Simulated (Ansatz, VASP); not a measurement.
One calculation of CuI, two programs

INCAR

```
PREC = Accurate ; ENCUT = 600
EDIFF = 1E-6 ; ISMEAR = -1
SIGMA = 0.1 ; LREAL = F
LASPH = T ; NELM = 100
ALGO = Normal ; ISIF = 3
LWAVE = F ; LCHARG = F
GGA = PS ; IBRION = 2
NSW = 100 ; EDIFFG = -0.002
```

File KPOINTS:

```
regular mesh
0
Gamma
  10 10 10
```

File POSCAR:

```
CuI
1.0
    3.0315000000      3.0315000000      0.0000000000
   -3.0315000000      3.0315000000      0.0000000000
    0.0000000000      3.0315000000      3.0315000000
Cu I
1 1
Direct
    0.7500000000      0.2500000000      0.5000000000
    0.0000000000      0.0000000000      0.0000000000
```

Input for Ansatz:

```yaml
crystal:
  lattice:
    - [3.0315, 3.0315, 0.0]
    - [-3.0315, 3.0315, 0.0]
    - [0.0, 3.0315, 3.0315]
  atoms:
    - { symbol: Cu, position: [0.75, 0.25, 0.5] }
    - { symbol: I, position: [0.0, 0.0, 0.0] }
kpoints:
  mp_grid: { grid: [10, 10, 10] }
scf:
  occupations: { method: fermi_dirac, width: 0.1 }
hamiltonian:
  xc: pbesol
  pseudopotentials: { kind: paw }
relax:
  f_tol: 0.002
  max_steps: 80
  cell: {}
output:
  forces: true
  stress: true
```

Alike in both runs: task relaxation of cell and atoms; functional PBEsol; k mesh 10 × 10 × 10; occupations fermi-dirac, width 0.1 eV; no spin polarisation.

|  | VASP | Ansatz |
| --- | --- | --- |
| version | VASP 6.6.1 | Ansatz 0.2.0 |
| potentials or method | VASP PAW PBE potentials, release 64 (Cu, I) | PAW with Ansatz's default frozen-core files, scalar-relativistic |
| plane-wave cutoff (eV) | 600 | 420 |
| valence electrons in the cell | 18 | 36 |

|  | VASP | Ansatz | Ansatz less VASP |
| --- | --- | --- | --- |
| relaxed volume (Å³/atom) | 26.26 | 26.19 | -0.073 |
| relaxed cell length with the largest relative difference (Å) | 4.203 | 4.200 | -0.0039 |

VASP's potentials were made for PBE, not for PBEsol. VASP's potentials hold 18 valence electrons a cell and Ansatz's 36, so a difference there can come from the potentials and not from the codes.

Spin-orbit coupling is off throughout.
